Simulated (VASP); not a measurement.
# Al (P6_3/mmc) in VASP: a series of runs

Runs on Al. Level: PBEsol. Tasks: single point, relaxation of cell and atoms.

All numbers are computed with VASP 6.6.1; they aren't measurements. Logs are shortened: lines on timing, memory, paths and dates and some standing lists are left out, and cuts for length are marked.

**1. The cell of the first run**

Symmetry: P6_3/mmc, No. 194, hexagonal system. The conventional cell has a = 2.861 Å, b = 2.861 Å, c = 9.404 Å, α = 90.00°, β = 90.00°, γ = 120.00°. Within 3.8 Å of Al (site symmetry -3m) lie 12 Al at 2.86 to 2.87 Å. Al (site symmetry -6m2) has 12 Al at 2.86 to 2.87 Å within 3.8 Å.

This isn't the form of Al at room conditions, which is fcc.

**2. Single point, PBEsol**

Input file INCAR:

```
PREC = Accurate
ENCUT = 520
EDIFF = 1E-7
ISMEAR = 0
SIGMA = 0.1
LREAL = False
LASPH = True
NELM = 100
ALGO = Normal
ISIF = 2
LWAVE = False
LCHARG = False
GGA = PS
NBANDS = 14
```

Input file KPOINTS:

```
Automatic mesh
0
Gamma
  18 18 6
```

Input file POSCAR:

```
Al
1.0
    2.8606372488      0.0000000000      0.0000000000
   -1.4303186244      2.4773845285      0.0000000000
    0.0000000000      0.0000000000      9.4044874171
Al
4
Direct
    0.0000000000      0.0000000000      0.0000000000
    0.3333333333      0.6666666667      0.2500000000
    0.0000000000      0.0000000000      0.5000000000
    0.6666666667      0.3333333333      0.7500000000
```

Potentials or basis: VASP PAW PBE potentials, release 64 (Al).

On the command line:

```console
> cat potpaw_PBE.64/Al/POTCAR > POTCAR
> mpirun -np 1 vasp_std > vasp.out
```

OUTCAR:

```text
PREC = Accurate
   ENCUT = 520
   EDIFF = 1E-7
   ISMEAR = 0
   LREAL = False
   LASPH = True
   NELM = 100
   ISIF = 2
   GGA = PS

 ion  position               nearest neighbor table
   1  0.000  0.000  0.000-   2 2.87   4 2.87   4 2.87   2 2.87   4 2.87   2 2.87
   2  0.333  0.667  0.250-   1 2.87   3 2.87   1 2.87   3 2.87   1 2.87   3 2.87
   3  0.000  0.000  0.500-   2 2.87   4 2.87   4 2.87   2 2.87   4 2.87   2 2.87
   4  0.667  0.333  0.750-   1 2.87   3 2.87   1 2.87   3 2.87   1 2.87   3 2.87

  LATTYP: Found a hexagonal cell.
 ALAT       =     2.8606372488
 C/A-ratio  =     3.2875498007

  Lattice vectors:

 A1 = (   2.8606372488,   0.0000000000,   0.0000000000)
 A2 = (  -1.4303186244,   2.4773845285,   0.0000000000)
 A3 = (   0.0000000000,   0.0000000000,   9.4044874171)

Analysis of symmetry for initial positions (statically):
=====================================================================
 Subroutine PRICEL returns:
 Original cell was already a primitive cell.

 Routine SETGRP: Setting up the symmetry group for a
 hexagonal supercell.

 Subroutine GETGRP returns: Found 24 space group operations
 (whereof 12 operations were pure point group operations)
 out of a pool of 24 trial point group operations.

The static configuration has the point symmetry D_3d.
 The point group associated with its full space group is D_6h.

Analysis of symmetry for dynamics (positions and initial velocities):
=====================================================================
 Subroutine PRICEL returns:
 Original cell was already a primitive cell.

 Routine SETGRP: Setting up the symmetry group for a
 hexagonal supercell.

 Subroutine GETGRP returns: Found 24 space group operations
 (whereof 12 operations were pure point group operations)
 out of a pool of 24 trial point group operations.

The dynamic configuration has the point symmetry D_3d.
 The point group associated with its full space group is D_6h.

 Subroutine INISYM returns: Found 24 space group operations
 (whereof 12 operations are pure point group operations),
 and found     1 'primitive' translations

----------------------------------------------------------------------------------------

                                     Primitive cell

  volume of cell :      66.6486

  direct lattice vectors                    reciprocal lattice vectors
     2.860637249  0.000000000  0.000000000     0.349572460  0.201825754  0.000000000
    -1.430318624  2.477384529  0.000000000     0.000000000  0.403651508  0.000000000
     0.000000000  0.000000000  9.404487417     0.000000000  0.000000000  0.106332217

  length of vectors
     2.860637249  2.860637249  9.404487417     0.403651508  0.403651508  0.106332217

  position of ions in fractional coordinates (direct lattice)
     0.000000000  0.000000000  0.000000000
     0.333333333  0.666666667  0.250000000
     0.000000000  0.000000000  0.500000000
     0.666666667  0.333333333  0.750000000

  ion indices of the primitive-cell ions
   primitive index   ion index
                 1           1
                 2           2
                 3           3
                 4           4

----------------------------------------------------------------------------------------

 KPOINTS: Automatic mesh

Automatic generation of k-mesh.
 Grid dimensions read from file:
 generate k-points for:   18   18    6

 Generating k-lattice:

  Cartesian coordinates                     Fractional coordinates (reciprocal lattice)
     0.019420692  0.011212542  0.000000000     0.055555556  0.000000000  0.000000000
     0.000000000  0.022425084  0.000000000     0.000000000  0.055555556  0.000000000
     0.000000000  0.000000000  0.017722036     0.000000000  0.000000000  0.166666667

  Length of vectors
     0.022425084  0.022425084  0.017722036

  Shift w.r.t. Gamma in fractional coordinates (k-lattice)
     0.000000000  0.000000000  0.000000000

 Subroutine IBZKPT returns following result:
 ===========================================

 Found    148 irreducible k-points:

 Following reciprocal coordinates:
            Coordinates               Weight
  0.000000  0.000000  0.000000      1.000000
  0.055556  0.000000  0.000000      6.000000
  0.111111  0.000000  0.000000      6.000000
  0.166667 -0.000000  0.000000      6.000000
  0.222222  0.000000  0.000000      6.000000
  0.277778  0.000000  0.000000      6.000000
[... 16 lines left out ...]
  0.333333  0.111111  0.000000     12.000000
  0.388889  0.111111  0.000000     12.000000
 [... further k-points ...]
   k-points           NKPTS =    148   k-points in BZ     NKDIM =    148   number of bands    NBANDS=     14
   number of dos      NEDOS =    301   number of ions     NIONS =      4
   total plane-waves  NPLWV =  40320
   dimension x,y,z NGX =    24 NGY =   24 NGZ =   70
   dimension x,y,z NGXF=    48 NGYF=   48 NGZF=  140
   ions per type =               4
   NGX,Y,Z   is equivalent  to a cutoff of  13.95, 13.95, 12.37 a.u.
   NGXF,Y,Z  is equivalent  to a cutoff of  27.90, 27.90, 24.75 a.u.
 SYSTEM =  unknown system
   PREC   = accura    normal or accurate (medium, high low for compatibility)
   ISTART =      0    job   : 0-new  1-cont  2-samecut
   ICHARG =      2    charge: 1-file 2-atom 10-const
   ISPIN  =      1    spin polarized calculation?
   LNONCOLLINEAR =      F non collinear calculations
   LSORBIT =      F    spin-orbit coupling
   LASPH  =      T    aspherical Exc in radial PAW
   ENCUT  =  520.0 eV  38.22 Ry    6.18 a.u.   5.32  5.32 17.49*2*pi/ulx,y,z
   NELM   =    100;   NELMIN=  2; NELMDL= -5     # of ELM steps
   EDIFF  = 0.1E-06   stopping-criterion for ELM
   LREAL  =      F    real-space projection
   EDIFFG = 0.1E-05   stopping-criterion for IOM
   NSW    =      0    number of steps for IOM
   IBRION =     -1    ionic relax: 0-MD 1-quasi-New 2-CG
   NFREE  =      0    steps in history (QN), initial steepest desc. (CG)
   ISIF   =      2    stress and relaxation
   ISYM   =      2    0-nonsym 1-usesym 2-fastsym
   POTIM  = 0.5000    time-step for ionic-motion
   TEBEG  =    0.0;   TEEND  =   0.0 temperature during run
   PSTRESS=    0.0 pullay stress
   NELECT =      12.0000    total number of electrons
   NUPDOWN=      -1.0000    fix difference up-down
   EMIN   =  10.00;   EMAX   =-10.00  energy-range for DOS
   EFERMI =   0.00;   METHOD = LEGACY
   ISMEAR =     0;   SIGMA  =   0.10  broadening in eV -4-tet -1-fermi 0-gaus
   EFERMI_NEDOS =   21; number of points for ismear=-14 and -15
   IALGO  =     38    algorithm
   IMIX   =      4    mixing-type and parameters
     AMIX     =   0.40;   BMIX     =  1.00
     AMIX_MAG =   1.60;   BMIX_MAG =  1.00
  volume/ion in A,a.u.               =      16.66       112.44
  Fermi-wavevector in a.u.,A,eV,Ry     =   0.924425  1.746909 11.627005  0.854561
  Thomas-Fermi vector in A             =   2.050169
   LORBIT       =      0    0 simple, 1 ext, 2 COOP (PROOUT), +10 PAW based schemes
   GGA     = PS    functional components
   LHFCALC =     F    Hartree Fock is set to
   AEXX    =    0.0000 exact exchange contribution
   IVDW    =     0    specifies the selected vdW correction
   LEPSILON=     F    determine dielectric tensor
   LRPA    =     F    only Hartree local field effects (RPA)
 non-spin polarized calculation
 Gauss-broadening in eV      SIGMA  =   0.10
  energy-cutoff  :      520.00
  volume of cell :       66.65
 maximum number of plane-waves:      1822
 NGX is ok and might be reduce to    24
   NGX = 11   NGY = 11   NGZ = 35

 number of electron      12.0000000 magnetization

 Free energy of the ion-electron system (eV)
  ---------------------------------------------------
  ext. energy  EPLUGINS =         0.00000000
  ---------------------------------------------------
  free energy    TOTEN  =       -16.31163546 eV

  energy without entropy =      -16.30431548  energy(sigma->0) =      -16.30797547

 E-fermi :   7.8414     XC(G=0): -10.2219

 val. band max:        7.8076606533   @ k =   0.2778   0.2222   0.0000
 cond. band min:       7.8625656006   @ k =   0.3889   0.1667   0.1667
 fundamental gap:      0.0549049473
 Fermi energy:         7.8414246004

 k-point     1 :       0.0000    0.0000    0.0000
  band No.  band energies     occupation
      1      -3.2154      2.00000
      2      -1.5550      2.00000
      3      -1.5482      2.00000
      4       3.2590      2.00000
      5       3.4046      2.00000
      6      11.1370      0.00000
      7      11.1475      0.00000
      8      18.5162      0.00000
      9      18.5162      0.00000
     10      18.7125      0.00000
     11      18.7125      0.00000
     12      19.6972      0.00000
     13      19.6986      0.00000
     14      19.8893      0.00000

 k-point     2 :       0.0556    0.0000    0.0000
  band No.  band energies     occupation
      1      -3.1410      2.00000
      2      -1.4815      2.00000
      3      -1.4747      2.00000
      4       3.3280      2.00000
      5       3.4774      2.00000
      6      11.1975      0.00000
      7      11.2102      0.00000
      8      16.9331      0.00000
      9      17.5323      0.00000
     10      18.2689      0.00000
     11      18.3507      0.00000
     12      18.8498      0.00000
     13      18.9005      0.00000
     14      18.9350      0.00000

 k-point     3 :       0.1111    0.0000    0.0000
  band No.  band energies     occupation
      1      -2.9180      2.00000
      2      -1.2610      2.00000
      3      -1.2543      2.00000
      4       3.5350      2.00000
      5       3.6952      2.00000
      6      11.3702      0.00000
      7      11.3941      0.00000
      8      14.9162      0.00000
      9      16.2753      0.00000
     10      16.3598      0.00000
     11      16.5782      0.00000
     12      17.9920      0.00000
     13      17.9929      0.00000
     14      18.1090      0.00000

 k-point     4 :       0.1667   -0.0000    0.0000
  band No.  band energies     occupation
      1      -2.5472      2.00000
      2      -0.8944      2.00000
      3      -0.8879      2.00000
      4       3.8798      2.00000
      5       4.0554      2.00000
      6      11.5684      0.00000
      7      11.6734      0.00000
      8      13.0040      0.00000
      9      14.2704      0.00000
     10      14.3968      0.00000
     11      15.7508      0.00000
     12      17.1717      0.00000
     13      17.1775      0.00000
     14      17.1814      0.00000

 k-point     5 :       0.2222    0.0000    0.0000
  band No.  band energies     occupation
      1      -2.0297      2.00000
      2      -0.3828      2.00000
      3      -0.3766      2.00000
      4       4.3619      2.00000
      5       4.5526      2.00000
      6      10.6867      0.00000
      7      11.7503      0.00000
      8      12.2839      0.00000
      9      12.4347      0.00000
     10      12.8380      0.00000
     11      15.0515      0.00000
[... 276 lines left out ...]
 k-point    22 :       0.2778    0.1111    0.0000
  band No.  band energies     occupation
      1      -0.3428      2.00000
      2       1.2842      2.00000
      3       1.2883      2.00000
      4       5.9328      2.00000
      5       6.0327      2.00000
      6       7.5343      1.99999
      7       8.9402      0.00000
      8       9.0043      0.00000
      9      11.0516      0.00000
     10      12.4341      0.00000
     11      12.6845      0.00000
     12      13.3750      0.00000
     13      13.5348      0.00000
     14      14.3844      0.00000

 k-point    23 :       0.3333    0.1111    0.0000
  band No.  band energies     occupation
      1       0.6015      2.00000
      2       2.2156      2.00000
      3       2.2170      2.00000
      4       5.6181      2.00000
      5       6.7129      2.00000
      6       6.9915      2.00000
      7       7.4827      2.00000
      8       7.6737      1.98228
      9      10.6597      0.00000
     10      11.7403      0.00000
     11      12.0839      0.00000
     12      12.3902      0.00000
     13      12.7354      0.00000
     14      14.8646      0.00000

 k-point    24 :       0.3889    0.1111    0.0000
  band No.  band energies     occupation
      1       1.6822      2.00000
      2       3.2671      2.00000
      3       3.2747      2.00000
      4       4.2296      2.00000
      5       5.8389      2.00000
      6       5.8729      2.00000
      7       7.9326      0.19738
      8       8.2573      0.00000
      9      10.1719      0.00000
     10      10.4051      0.00000
     11      11.2474      0.00000
     12      12.1420      0.00000
     13      12.3461      0.00000
     14      15.6990      0.00000

 [... further k-points ...]

------------------------ aborting loop because EDIFF is reached ----------------------------------------

  FORCE on cell =-STRESS in cart. coord.  units (eV):
  Direction    XX          YY          ZZ          XY          YZ          ZX
  --------------------------------------------------------------------------------------
  -------------------------------------------------------------------------------------
  Total       -0.8089343     -0.8089343     -0.8088124     -0.0000000      0.0000000      0.0000000
  in kB      -19.4461001    -19.4461001    -19.4431681     -0.0000000      0.0000000      0.0000000
  external PRESSURE =     -19.4451228 kB  Pullay stress =       0.0000000 kB

 VOLUME and BASIS-vectors are now :
 -----------------------------------------------------------------------------
  energy-cutoff  :      520.00
  volume of cell :       66.65
      direct lattice vectors                 reciprocal lattice vectors
     2.860637249  0.000000000  0.000000000     0.349572460  0.201825754  0.000000000
    -1.430318624  2.477384529  0.000000000     0.000000000  0.403651508  0.000000000
     0.000000000  0.000000000  9.404487417     0.000000000  0.000000000  0.106332217

 POSITION                                       TOTAL-FORCE (eV/Angst)
 -----------------------------------------------------------------------------------
      0.00000      0.00000      0.00000        -0.000000      0.000000      0.000000
     -0.00000      1.65159      2.35112         0.000000      0.000000     -0.000000
      0.00000      0.00000      4.70224        -0.000000      0.000000      0.000000
      1.43032      0.82579      7.05337        -0.000000      0.000000      0.000000
 -----------------------------------------------------------------------------------
    total drift:                               -0.000000      0.000000      0.000000

  FREE ENERGIE OF THE ION-ELECTRON SYSTEM (eV)
  ---------------------------------------------------
  free  energy   TOTEN  =       -16.3116354647 eV

  energy  without entropy=      -16.3043154773  energy(sigma->0) =      -16.30797547
```

It took 45 s on 1 thread of Intel Xeon 6975P-C (Granite Rapids), shared host; peak memory 0.24 GiB.

What came out:

```yaml
Free_energy: -16.3116 eV
Pressure: -1.9 GPa
Band_gap_on_the_k_mesh: zero (bands 6 and 7 overlap by 5.36 eV)
```

Levels at points of the mesh, in eV from the Fermi level:
```tsv
k point	band 2	band 3	band 4	band 5	band 6	band 7	band 8	band 9	band 10	band 11
(0.00, 0.00, 0.00)	-9.40	-9.39	-4.58	-4.44	3.30	3.31	10.67	10.67	10.87	10.87
(0.50, 0.00, 0.00)	-5.11	-3.87	-3.80	-3.31	-3.21	0.83	1.23	1.29	1.56	5.63
(0.00, 0.00, 0.50)	-10.64	-7.34	-7.34	-0.94	-0.94	8.10	8.10	10.99	10.99	10.99
(0.50, 0.00, 0.50)	-4.81	-4.72	-4.72	-1.83	-1.83	-1.20	-1.20	4.47	4.47	4.67
```

Caveat: the PAW data sets were made with another functional, which shifts forces and pressure a little.

**3. Relaxation of cell and atoms, PBEsol, target pressure 10 GPa, at which the enthalpy is minimised**

This run uses another cell than the first one, of 14.67 Å³/atom.

Input file INCAR:

```
ALGO = Fast ; EDIFF = 1E-7
EDIFFG = -0.008 ; ENCUT = 600
GGA = PS ; IBRION = 2
ISIF = 3 ; ISMEAR = 0
LASPH = True ; LCHARG = False
LREAL = False ; LWAVE = False
NELM = 60 ; NSW = 70
PREC = Accurate ; PSTRESS = 100.0
SIGMA = 0.1
```

Input file KPOINTS:

```
k-points
0
Gamma
  18 18 6
```

Input file POSCAR:

```
Al
1.0
    2.7435886137      0.0000000000      0.0000000000
   -1.3717943069      2.3760174370      0.0000000000
    0.0000000000      0.0000000000      9.0041247950
Al
4
Direct
    0.0000000000      0.0000000000      0.0000000000
    0.3333333333      0.6666666667      0.2500000000
    0.0000000000      0.0000000000      0.5000000000
    0.6666666667      0.3333333333      0.7500000000
```

Potentials or basis: VASP PAW PBE potentials, release 64 (Al).

On the command line:

```console
> cat potpaw_PBE.64/Al/POTCAR > POTCAR
> mpirun -np 1 vasp_std > vasp.out
```

Wall time 69 s (1 thread of Intel Xeon 6975P-C (Granite Rapids), shared host); peak memory 0.25 GiB.

Results (log left out):

```
Free energy                                                : -16.1471 eV
Relaxed volume                                             : 14.72 Å³/atom
Relaxed cell                                               : a = 2.747 Å, b = 2.747 Å, c = 9.014 Å, α = 90.00°, β = 90.00°, γ = 120.00°
Space group after relaxing (to 0.1 Å)                      : P6_3/mmc (No. 194)
Energy change on relaxing (the run minimises the enthalpy) : -3.2 meV/atom
Ionic steps                                                : 3
Pressure after relaxing                                    : 10.0 GPa
Band gap on the k mesh                                     : zero (bands 6 and 7 overlap by 5.69 eV)
```

The path:
```
step  energy change (eV)  largest force (eV/Å)  pressure (GPa)  volume (Å³)
   1              0.0000                0.0000           10.43        58.70
   2             -0.0209                0.0000            9.73        59.03
   3             -0.0128                0.0000           10.00        58.90
```

Final structure:
```
Al
1.0
     2.74683    0.00000    0.00000
    -1.37342    2.37883    0.00000
     0.00000    0.00000    9.01361
Al
4
Direct
  0.00000 0.00000 0.00000
  0.33333 0.66667 0.25000
  0.00000 0.00000 0.50000
  0.66667 0.33333 0.75000
```

Levels at points of the mesh, in eV from the Fermi level:
```csv
k point,band 3,band 4,band 5,band 6,band 7,band 8,band 9,band 10
"(0.00, 0.00, 0.00)",-10.11,-5.06,-4.58,3.59,3.60,11.64,11.65,11.68
"(0.50, 0.00, 0.00)",-4.21,-4.20,-3.41,-3.39,0.80,1.18,1.53,1.88
"(0.00, 0.00, 0.50)",-7.89,-7.89,-0.97,-0.97,8.74,8.74,11.93,11.93
"(0.50, 0.00, 0.50)",-5.08,-5.08,-1.96,-1.96,-1.25,-1.25,4.85,4.85
```

Caveat: the cell is relaxed towards a set pressure, so the run minimises the enthalpy, not the energy; the PAW data sets were made with another functional, which shifts forces and pressure a little.

[end of part 1 of 2]
